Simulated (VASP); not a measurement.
A run of VASP 6.6.1 is set up as follows.

The input POSCAR:

```
NaI
1.0
    0.0000000000      3.5431916648      3.5431916648
    3.5431916648      0.0000000000      3.5431916648
    3.5431916648      3.5431916648      0.0000000000
Na I
1 1
Direct
    0.0000000000      0.0000000000      0.0000000000
    0.2500000000      0.2500000000      0.2500000000
```

INCAR.step1

```
SYSTEM = NaI
PREC = Accurate ; ENCUT = 520
EDIFF = 1E-5 ; ISMEAR = 0
SIGMA = 0.01 ; LREAL = .FALSE.
LASPH = .TRUE. ; NELM = 100
ALGO = Normal ; ISIF = 2
LWAVE = .TRUE. ; GGA = PE
NBANDS = 14
```

Contents of INCAR.step2:

```
SYSTEM = NaI
PREC = Accurate ; ENCUT = 520
EDIFF = 1E-6 ; ISMEAR = 0
SIGMA = 0.01 ; LREAL = .FALSE.
LASPH = .TRUE. ; NELM = 100
ALGO = Normal ; ISIF = 2
LWAVE = .FALSE. ; LCHARG = .TRUE.
GGA = PE ; LHFCALC = .TRUE.
AEXX = 0.1 ; HFSCREEN = 0.2078
PRECFOCK = Normal ; LELF = .TRUE.
LVHAR = .TRUE. ; ISTART = 1
NBANDS = 14
```

KPOINTS

```
regular mesh
0
G
  4 4 4
  0 0 0
```

Potentials or basis: VASP PAW PBE potentials, release 64 (Na_pv, I).

Run with:

```console
$ cat potpaw_PBE.64/Na_pv/POTCAR potpaw_PBE.64/I/POTCAR > POTCAR
$ cp INCAR.step1 INCAR
$ mpirun -np 1 vasp_std > vasp.out
$ cp INCAR.step2 INCAR
$ mpirun -np 1 vasp_std > vasp.out
```

Task: Predict the band gap on the k mesh.

Result: 4.21 eV.

Task: Predict the pressure.

Result: 0.3 GPa.

Caveat: the structure was generated, so it needn't be the stable form of NaI; the PAW data sets were made with another functional, which shifts forces and pressure a little; spin-orbit coupling is left out, which moves the levels of the heavy elements.
